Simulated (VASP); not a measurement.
Runs of VASP 6.6.1 on Ti5Si. The structure is that of space group R32 (No. 155), or close to it. The cells are those of the table. 

```tsv
cell	gap on the mesh (eV)	pressure (GPa)	largest force (eV/Å)
a = 5.231 Å, angles 54.6°, 6 atoms	none	(a)	0.17
a = 5.497 Å, angles 54.7°, 6 atoms	none	-5.9	0.21
a = 5.391 Å, angles 58.9°, 6 atoms	none	-9.5	0.15
a = 5.085 Å, angles 57.9°, 6 atoms	none	15.4	0.31
```

Alike in all rows: task single point; level PBE; potentials or basis VASP PAW PBE potentials, release 64 (Ti_sv, Si); no spin polarisation; k mesh 12 × 12 × 12; cutoff (eV) 520; smearing gaussian 0.15 eV.

**Question.** Fill in the values left out.

**Answer.** (a) 14.3.

Caveats: the stress differs along the axes, from 10 to 17 GPa (at least some runs); the stress differs along the axes, from -11 to -4 GPa (at least some runs); the cell stands under tension (at least some runs); the stress differs along the axes, from 13 to 20 GPa (at least some runs).

A gap of «none» marks levels without a gap at the run's occupations.
